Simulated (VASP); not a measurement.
# CuCl2 (P4/mmm) in VASP: a series of runs, part 2 of 2

VASP 6.6.1. Earlier steps stand in the parts before.

## (3) Single point, PBEsol

The input, INCAR:

```
SYSTEM = CuCl2
  ALGO = Normal
  EDIFF = 1E-6
  ENCUT = 520
  GGA = PS
  ISIF = 2
  ISMEAR = 1
  LASPH = .True.
  LCHARG = .False.
  LREAL = .False.
  LWAVE = .False.
  NBANDS = 20
  NELM = 80
  PREC = Accurate
  SIGMA = 0.1
```

The input, KPOINTS:

```
k-points
0
Gamma
  4 4 5
  0 0 0
```

The input, POSCAR:

```
CuCl2
1.0
    4.5206480000      0.0000000000      0.0000000000
    0.0000000000      4.5206480000      0.0000000000
    0.0000000000      0.0000000000      4.3177120000
Cu Cl
1 2
Direct
    0.0000000000      0.0000000000      0.0000000000
    0.5000000000      0.0000000000      0.0000000000
    0.0000000000      0.5000000000      0.0000000000
```

Potentials or basis: VASP PAW PBE potentials, release 64 (Cu, Cl).

Launch:

```
$ cat potpaw_PBE.64/Cu/POTCAR potpaw_PBE.64/Cl/POTCAR > POTCAR
$ mpirun -np 1 vasp_std > vasp.out
```

OUTCAR:

```text
SYSTEM = CuCl2
   EDIFF = 1E-6
   ENCUT = 520
   GGA = PS
   ISIF = 2
   ISMEAR = 1
   LASPH = .True.
   LREAL = .False.
   NELM = 80
   PREC = Accurate

 ion  position               nearest neighbor table
   1  0.000  0.000  0.000-   2 2.26   3 2.26   3 2.26   2 2.26
   2  0.500  0.000  0.000-   1 2.26   1 2.26
   3  0.000  0.500  0.000-   1 2.26   1 2.26

  LATTYP: Found a simple tetragonal cell.
 ALAT       =     4.5206480000
 C/A-ratio  =     0.9551090906

  Lattice vectors:

 A1 = (   4.5206480000,   0.0000000000,   0.0000000000)
 A2 = (   0.0000000000,   4.5206480000,   0.0000000000)
 A3 = (   0.0000000000,   0.0000000000,   4.3177120000)

Analysis of symmetry for initial positions (statically):
=====================================================================
 Subroutine PRICEL returns:
 Original cell was already a primitive cell.

 Routine SETGRP: Setting up the symmetry group for a
 simple tetragonal supercell.

 Subroutine GETGRP returns: Found 16 space group operations
 (whereof 16 operations were pure point group operations)
 out of a pool of 16 trial point group operations.

The static configuration has the point symmetry D_4h.

Analysis of symmetry for dynamics (positions and initial velocities):
=====================================================================
 Subroutine PRICEL returns:
 Original cell was already a primitive cell.

 Routine SETGRP: Setting up the symmetry group for a
 simple tetragonal supercell.

 Subroutine GETGRP returns: Found 16 space group operations
 (whereof 16 operations were pure point group operations)
 out of a pool of 16 trial point group operations.

The dynamic configuration has the point symmetry D_4h.

 Subroutine INISYM returns: Found 16 space group operations
 (whereof 16 operations are pure point group operations),
 and found     1 'primitive' translations

----------------------------------------------------------------------------------------

                                     Primitive cell

  volume of cell :      88.2379

  direct lattice vectors                    reciprocal lattice vectors
     4.520648000  0.000000000  0.000000000     0.221207225  0.000000000  0.000000000
     0.000000000  4.520648000  0.000000000     0.000000000  0.221207225  0.000000000
     0.000000000  0.000000000  4.317712000     0.000000000  0.000000000  0.231604146

  length of vectors
     4.520648000  4.520648000  4.317712000     0.221207225  0.221207225  0.231604146

  position of ions in fractional coordinates (direct lattice)
     0.000000000  0.000000000  0.000000000
     0.500000000  0.000000000  0.000000000
     0.000000000  0.500000000  0.000000000

  ion indices of the primitive-cell ions
   primitive index   ion index
                 1           1
                 2           2
                 3           3

----------------------------------------------------------------------------------------

 KPOINTS: k-points

Automatic generation of k-mesh.
 Grid dimensions read from file:
 generate k-points for:    4    4    5

 Generating k-lattice:

  Cartesian coordinates                     Fractional coordinates (reciprocal lattice)
     0.055301806  0.000000000  0.000000000     0.250000000  0.000000000  0.000000000
     0.000000000  0.055301806  0.000000000     0.000000000  0.250000000  0.000000000
     0.000000000  0.000000000  0.046320829     0.000000000  0.000000000  0.200000000

  Length of vectors
     0.055301806  0.055301806  0.046320829

  Shift w.r.t. Gamma in fractional coordinates (k-lattice)
     0.000000000  0.000000000  0.000000000

 Subroutine IBZKPT returns following result:
 ===========================================

 Found     18 irreducible k-points:

 Following reciprocal coordinates:
            Coordinates               Weight
  0.000000  0.000000  0.000000      1.000000
  0.250000  0.000000  0.000000      4.000000
  0.500000  0.000000  0.000000      2.000000
  0.250000  0.250000  0.000000      4.000000
  0.500000  0.250000  0.000000      4.000000
  0.500000  0.500000  0.000000      1.000000
[... 10 lines left out ...]
  0.500000  0.250000  0.400000      8.000000
  0.500000  0.500000  0.400000      2.000000
   k-points           NKPTS =     18   k-points in BZ     NKDIM =     18   number of bands    NBANDS=     20
   number of dos      NEDOS =    301   number of ions     NIONS =      3
   total plane-waves  NPLWV =  41472
   dimension x,y,z NGX =    36 NGY =   36 NGZ =   32
   dimension x,y,z NGXF=    72 NGYF=   72 NGZF=   64
   ions per type =               1   2
   NGX,Y,Z   is equivalent  to a cutoff of  13.24, 13.24, 12.32 a.u.
   NGXF,Y,Z  is equivalent  to a cutoff of  26.48, 26.48, 24.64 a.u.
 SYSTEM =  CuCl2
   PREC   = accura    normal or accurate (medium, high low for compatibility)
   ISTART =      0    job   : 0-new  1-cont  2-samecut
   ICHARG =      2    charge: 1-file 2-atom 10-const
   ISPIN  =      1    spin polarized calculation?
   LNONCOLLINEAR =      F non collinear calculations
   LSORBIT =      F    spin-orbit coupling
   LASPH  =      T    aspherical Exc in radial PAW
   ENCUT  =  520.0 eV  38.22 Ry    6.18 a.u.   8.41  8.41  8.03*2*pi/ulx,y,z
   NELM   =     80;   NELMIN=  2; NELMDL= -5     # of ELM steps
   EDIFF  = 0.1E-05   stopping-criterion for ELM
   LREAL  =      F    real-space projection
   EDIFFG = 0.1E-04   stopping-criterion for IOM
   NSW    =      0    number of steps for IOM
   IBRION =     -1    ionic relax: 0-MD 1-quasi-New 2-CG
   NFREE  =      0    steps in history (QN), initial steepest desc. (CG)
   ISIF   =      2    stress and relaxation
   ISYM   =      2    0-nonsym 1-usesym 2-fastsym
   POTIM  = 0.5000    time-step for ionic-motion
   TEBEG  =    0.0;   TEEND  =   0.0 temperature during run
   PSTRESS=    0.0 pullay stress
   NELECT =      25.0000    total number of electrons
   NUPDOWN=      -1.0000    fix difference up-down
   EMIN   =  10.00;   EMAX   =-10.00  energy-range for DOS
   EFERMI =   0.00;   METHOD = LEGACY
   ISMEAR =     1;   SIGMA  =   0.10  broadening in eV -4-tet -1-fermi 0-gaus
   EFERMI_NEDOS =   21; number of points for ismear=-14 and -15
   IALGO  =     38    algorithm
   IMIX   =      4    mixing-type and parameters
     AMIX     =   0.40;   BMIX     =  1.00
     AMIX_MAG =   1.60;   BMIX_MAG =  1.00
  volume/ion in A,a.u.               =      29.41       198.49
  Fermi-wavevector in a.u.,A,eV,Ry     =   1.075234  2.031898 15.730090  1.156129
  Thomas-Fermi vector in A             =   2.211085
   LORBIT       =      0    0 simple, 1 ext, 2 COOP (PROOUT), +10 PAW based schemes
   GGA     = PS    functional components
   LHFCALC =     F    Hartree Fock is set to
   AEXX    =    0.0000 exact exchange contribution
   IVDW    =     0    specifies the selected vdW correction
   LEPSILON=     F    determine dielectric tensor
   LRPA    =     F    only Hartree local field effects (RPA)
 non-spin polarized calculation
 Methfessel and Paxton  Order N= 1 SIGMA  =   0.10
  energy-cutoff  :      520.00
  volume of cell :       88.24
 maximum number of plane-waves:      2404
 NGX is ok and might be reduce to    36
   NGX = 17   NGY = 17   NGZ = 17

 number of electron      25.0000003 magnetization

 Free energy of the ion-electron system (eV)
  ---------------------------------------------------
  ext. energy  EPLUGINS =         0.00000000
  ---------------------------------------------------
  free energy    TOTEN  =        -9.09953760 eV

  energy without entropy =       -9.09178766  energy(sigma->0) =       -9.09695429

 E-fermi :  -0.6622     XC(G=0):  -7.4875

 val. band max:       -0.6726347432   @ k =   0.5000   0.5000   0.4000
 cond. band min:      -0.6516787465   @ k =   0.2500   0.2500   0.0000
 fundamental gap:      0.0209559967
 Fermi energy:        -0.6622360978

 k-point     1 :       0.0000    0.0000    0.0000
  band No.  band energies     occupation
      1     -15.5433      2.00000
      2     -14.3972      2.00000
      3      -4.8086      2.00000
      4      -4.8086      2.00000
      5      -3.1371      2.00000
      6      -2.9242      2.00000
[... 12 lines left out ...]
     19      10.7309      0.00000
     20      10.8421      0.00000
[... 369 lines left out ...]
 k-point    18 :       0.5000    0.5000    0.4000
  band No.  band energies     occupation
      1     -14.7761      2.00000
      2     -14.7761      2.00000
      3      -6.9559      2.00000
      4      -5.3506      2.00000
      5      -4.7920      2.00000
      6      -3.6218      2.00000
[... 12 lines left out ...]
     19      10.3327      0.00000
     20      10.3327      0.00000

------------------------ aborting loop because EDIFF is reached ----------------------------------------

  FORCE on cell =-STRESS in cart. coord.  units (eV):
  Direction    XX          YY          ZZ          XY          YZ          ZX
  --------------------------------------------------------------------------------------
  -------------------------------------------------------------------------------------
  Total       -1.4968061     -1.4968061      0.0180269      0.0000000     -0.0000000      0.0000000
  in kB      -27.1782245    -27.1782245      0.3273233      0.0000000     -0.0000000      0.0000000
  external PRESSURE =     -18.0097086 kB  Pullay stress =       0.0000000 kB

 VOLUME and BASIS-vectors are now :
 -----------------------------------------------------------------------------
  energy-cutoff  :      520.00
  volume of cell :       88.24
      direct lattice vectors                 reciprocal lattice vectors
     4.520648000  0.000000000  0.000000000     0.221207225  0.000000000  0.000000000
     0.000000000  4.520648000  0.000000000     0.000000000  0.221207225  0.000000000
     0.000000000  0.000000000  4.317712000     0.000000000  0.000000000  0.231604146

 POSITION                                       TOTAL-FORCE (eV/Angst)
 -----------------------------------------------------------------------------------
      0.00000      0.00000      0.00000         0.000000      0.000000      0.000000
      2.26032      0.00000      0.00000         0.000000      0.000000      0.000000
      0.00000      2.26032      0.00000         0.000000      0.000000      0.000000
 -----------------------------------------------------------------------------------
    total drift:                               -0.000000     -0.000000     -0.000000

  FREE ENERGIE OF THE ION-ELECTRON SYSTEM (eV)
  ---------------------------------------------------
  free  energy   TOTEN  =        -9.0995376035 eV

  energy  without entropy=       -9.0917876624  energy(sigma->0) =       -9.09695429
```

OSZICAR:

```text
N       E                     dE             d eps       ncg     rms          rms(c)
DAV:   1     0.205671046682E+03    0.20567E+03   -0.10533E+04   720   0.121E+03
DAV:   2     0.167588641576E+02   -0.18891E+03   -0.17706E+03   784   0.282E+02
DAV:   3    -0.102276488474E+02   -0.26987E+02   -0.26372E+02   964   0.112E+02
DAV:   4    -0.114441884231E+02   -0.12165E+01   -0.12117E+01   964   0.251E+01
DAV:   5    -0.114851197658E+02   -0.40931E-01   -0.40909E-01   980   0.434E+00    0.116E+01
DAV:   6    -0.110963957430E+02    0.38872E+00   -0.27771E+01   872   0.111E+02    0.108E+01
DAV:   7    -0.912553970764E+01    0.19709E+01   -0.86432E+00   896   0.778E+01    0.282E+00
DAV:   8    -0.910945125426E+01    0.16088E-01   -0.74106E-01   944   0.564E+00    0.135E+00
DAV:   9    -0.910062250058E+01    0.88288E-02   -0.86390E-02  1096   0.431E+00    0.518E-01
DAV:  10    -0.909903830031E+01    0.15842E-02   -0.14108E-02  1052   0.276E+00    0.232E-01
DAV:  11    -0.910013012414E+01   -0.10918E-02   -0.74595E-03  1004   0.241E+00    0.278E-01
DAV:  12    -0.909960075820E+01    0.52937E-03   -0.42895E-03   944   0.204E+00    0.110E-01
DAV:  13    -0.909967434151E+01   -0.73583E-04   -0.16723E-03   900   0.115E+00    0.107E-01
DAV:  14    -0.909954120746E+01    0.13313E-03   -0.65432E-04   996   0.724E-01    0.276E-02
DAV:  15    -0.909953670286E+01    0.45046E-05   -0.80126E-05  1044   0.118E-01    0.610E-03
DAV:  16    -0.909953760346E+01   -0.90060E-06   -0.46373E-06   868   0.222E-02
   1 F= -.90995376E+01 E0= -.90969543E+01  d E =-.774994E-02
```

stdout:

```text
POSCAR found type information on POSCAR CuCl
 POSCAR found :  2 types and       3 ions
 scaLAPACK will be used
 -----------------------------------------------------------------------------
|                                                                             |
|                                                                             |
|     You enforced a specific xc type in the INCAR file but a different       |
|     I HOPE YOU KNOW WHAT YOU ARE DOING!                                     |
|                                                                             |
 -----------------------------------------------------------------------------

 LDA part: xc-table for (Slater+PW92), standard interpolation
 POSCAR, INCAR and KPOINTS ok, starting setup
 FFT: planning ... GRIDC
 FFT: planning ... GRID_SOFT
 FFT: planning ... GRID
 WAVECAR not read
 entering main loop
```

Run time: 45 s. Hardware: 1 thread of Intel Xeon Platinum 8259CL at 2.50GHz (Skylake/Cascade Lake), shared host; peak memory 0.19 GiB.

Results:

```
Free energy : -9.0995 eV
Pressure    : -1.8 GPa
```

Stress tensor (GPa, compression positive):
```
-2.72  0.00  0.00
 0.00 -2.72  0.00
 0.00  0.00  0.03
```

Levels at points of the mesh, in eV from the Fermi level:
```csv
k point,band 9,band 10,band 11,band 12,band 13,band 14,band 15,band 16
"(0.00, 0.00, 0.00)",-2.01,-1.88,-1.08,-0.94,-0.94,2.39,6.08,9.15
"(0.50, 0.00, 0.00)",-1.91,-1.71,-1.15,-0.80,-0.61,5.66,7.44,8.02
"(0.50, 0.50, 0.00)",-1.27,-0.59,-0.59,-0.03,1.49,6.41,7.47,7.62
```

Caveat: the PAW data sets were made with another functional, which shifts forces and pressure a little; an odd number of electrons without spin polarisation forces a metal; a magnetic or distorted state may lie lower; semilocal functionals often make such compounds metallic where correlation or magnetic order opens a gap, which also shifts bond lengths.
